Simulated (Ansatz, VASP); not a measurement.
## TiO2 in VASP and in Ansatz

```xyz
24
Lattice="5.9085 0.0000 0.0000 0.0000 6.5169 0.0000 0.0000 0.0000 23.8082" Properties=species:S:1:pos:R:3 pbc="T T T"
O     0.0000    0.0000    8.0000
O     2.9543    0.0000    8.0000
O     1.4771    1.9836    9.2748
O     4.4314    1.9836    9.2748
O     1.4771    4.5333    9.2748
O     4.4314    4.5333    9.2748
O     0.0000    0.0000   10.5497
O     2.9543    0.0000   10.5497
O     0.0146    3.2392   11.1162
O     2.9397    3.2392   11.1162
O     1.4771    5.2662   12.6287
O     4.4314    5.2477   12.4659
O     1.4771    1.2067   12.6507
O     4.4314    1.2667   12.4986
O    -0.0077    3.2665   13.6773
O     2.9620    3.2665   13.6773
Ti    0.0000    3.2585    9.2748
Ti    2.9543    3.2585    9.2748
Ti    1.4771    0.0000    9.2748
Ti    4.4314    0.0000    9.2748
Ti    0.0166   -0.0489   12.3673
Ti    2.9377   -0.0489   12.3673
Ti    1.4771    3.1940   12.6241
Ti    4.4314    3.3018   12.6003
```

Alike in both runs: task single point; functional PBE; dispersion D3(BJ); k mesh 3 × 3 × 1; occupations gaussian, width 0.05 eV; no spin polarisation.

|  | VASP | Ansatz |
| --- | --- | --- |
| version | VASP 6.6.1 | Ansatz 0.2.0 |
| potentials or method | VASP PAW PBE potentials, release 64 (O, Ti_sv), cutoff 520 eV | scalar-relativistic, plane waves, PAW |
| valence electrons in the cell | 192 | 192 |

```csv
,VASP,Ansatz,Ansatz less VASP
gap on the k mesh at the Fermi level (eV),1.54,1.56,+0.015
least direct gap on the mesh (eV),1.54,1.56,+0.015
rms of the force components (eV/Å),1.234,1.246,+0.0126
```
